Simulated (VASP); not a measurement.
Write the native input for VASP 6.6.1 that does the following.

```yaml
Task: single point
Functional: PBE
Dispersion: D3(BJ)
Potentials_or_basis: VASP PAW PBE potentials, release 64 (C_h, H_h, O_h)
Cutoff: 1000 eV
k_mesh: 1 × 1 × 1
Occupations: fermi-dirac, width 0.05 eV
Spin: no spin polarisation
Dipole_correction: no
Further_INCAR_settings: LREAL = Auto; ALGO = Normal; EDIFF = 1e-06; NBANDS = 43
```

The structure of H4C2O lies in POSCAR:

```
H4C2O
1.0
    6.8873110000      0.0000000000      0.0000000000
    0.0000000000      6.8873110000      0.0000000000
    0.0000000000      0.0000000000      6.8873110000
C H O
6 12 3
Direct
    0.1472998678      0.9634819743     -0.0152018691
    0.7233301937      0.1930942279      0.8597695095
    0.7605580756      0.5790794114      0.4041199824
    0.1635906960      0.4954618718      0.7255226314
    0.7083461165      0.7127745502      0.9182974313
    0.6682869410      0.0173217094      0.3817745416
    0.2979537297      0.9247876276     -0.0025989824
    0.0573082877      0.8962859380      0.1017668579
    0.0968157239      0.9258185088     -0.1631696318
    0.1451945469      1.1200888126     -0.0066789492
    0.7388369714      0.0853453547      0.9764914057
    0.5725166179      0.1846874637      0.8050602042
    0.7878691698      0.1226748727      0.7384739850
    0.7758615808      0.3312178004      0.8961117046
    0.8021563133      0.4331734112      0.4427272124
    0.7264083181      0.6827918762      0.5187801161
    0.6164089294      0.5596814199      0.3185132775
    0.8629202311      0.6510087899      0.3041535368
    0.3044729648      0.4256523337      0.7624891630
    0.5678994313      0.7102046067      1.0002452336
    0.5068596438      0.0062288461      0.3923882630
```

These files were run (other wordings do the same):

INCAR

```
ALGO = Normal ; EDIFF = 1E-6
ENCUT = 1000 ; GGA = PE
GGA_COMPAT = F ; ISIF = 2
ISMEAR = -1 ; IVDW = 12
LASPH = T ; LCHARG = F
LREAL = Auto ; LWAVE = F
NBANDS = 43 ; NELM = 120
PREC = Accurate ; SIGMA = 0.05
```

KPOINTS

```
k-points
0
Gamma
  1 1 1
```

Potentials or basis: VASP PAW PBE potentials, release 64 (C_h, H_h, O_h).

Command:

```bash
$ cat potpaw_PBE.64/C_h/POTCAR potpaw_PBE.64/H_h/POTCAR potpaw_PBE.64/O_h/POTCAR > POTCAR
$ mpirun -np 1 vasp_gam > vasp.out
```

Results of the run:

The pressure is 1.7 GPa and the largest force is 3.008 eV/Å. The dispersion energy per atom is -0.037 eV.

Caveat: the k points lie up to 0.91 Å⁻¹ apart, too coarse for converged energies, forces and pressures.

Run time: 71 s on 1 thread of Intel(R) Xeon(R) Platinum 8375C CPU @ 2.90GHz (Ice Lake), on a shared host, peak memory 0.71 GiB.
